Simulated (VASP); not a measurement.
Hf3Ti:

```
Hf Ti
1.0
     5.97863    0.00000    0.00000
    -2.98932    5.17765    0.00000
     0.00000    0.00000    4.79877
Hf Ti
6 2
Cartesian
  2.9893 3.4483 1.1997
  -1.4917 4.3130 3.5991
  1.4976 0.8647 1.1997
  0.0000 1.7293 3.5991
  4.4810 0.8647 1.1997
  1.4917 4.3130 3.5991
  0.0000 3.4518 1.1997
  2.9893 1.7259 3.5991
```

| Item | Value |
| --- | --- |
| Program | VASP 6.6.1 |
| Task | relaxation of cell and atoms |
| Functional | PBE |
| Potentials or basis | VASP PAW PBE potentials, release 64 (Hf_pv, Ti_sv) |
| Cutoff | 600 eV |
| k mesh | 3 × 3 × 4 |
| Occupations | gaussian, width 0.1 eV |
| Spin | no spin polarisation |

At the start: pressure 17.5 GPa; volume 18.57 Å³/atom.

Problem. How do energy, volume and symmetry change on relaxing?

Solution. Over 9 steps the energy falls by 137.4 meV/atom and the volume is 21.23 Å³/atom (+14.4 %); space group P6_3/mmc (No. 194, to 0.1 Å) before and after.

The path:
```tsv
step	energy change (eV)	largest force (eV/Å)	pressure (GPa)	volume (Å³)
1	0.0000	0.6238	17.51	148.55
2	0.0290	0.0103	-12.13	196.57
3	-1.0864	0.1875	-0.43	170.56
4	-1.0870	0.1929	-0.17	170.09
5	-1.0867	0.1986	0.11	169.64
6	-1.0952	0.0926	0.22	169.44
7	-1.0979	0.0129	0.34	169.23
8	-1.0983	0.0165	-0.34	170.38
9	-1.0988	0.0147	-0.06	169.88
```

Final structure:
```xyz
8
Lattice="6.2729 0.0000 0.0000 -3.1364 5.4325 0.0000 0.0000 0.0000 4.9851" Properties=species:S:1:pos:R:3 pbc="T T T"
Hf    3.1364    3.5851    1.2463
Hf   -1.5366    4.5088    3.7388
Hf    1.5999    0.9237    1.2463
Hf    0.0000    1.8474    3.7388
Hf    4.6730    0.9237    1.2463
Hf    1.5366    4.5088    3.7388
Ti    0.0000    3.6217    1.2463
Ti    3.1364    1.8108    3.7388
```

Caveat: the k points lie up to 0.39 Å⁻¹ apart in the final cell, too coarse for converged energies and pressures of a metal.
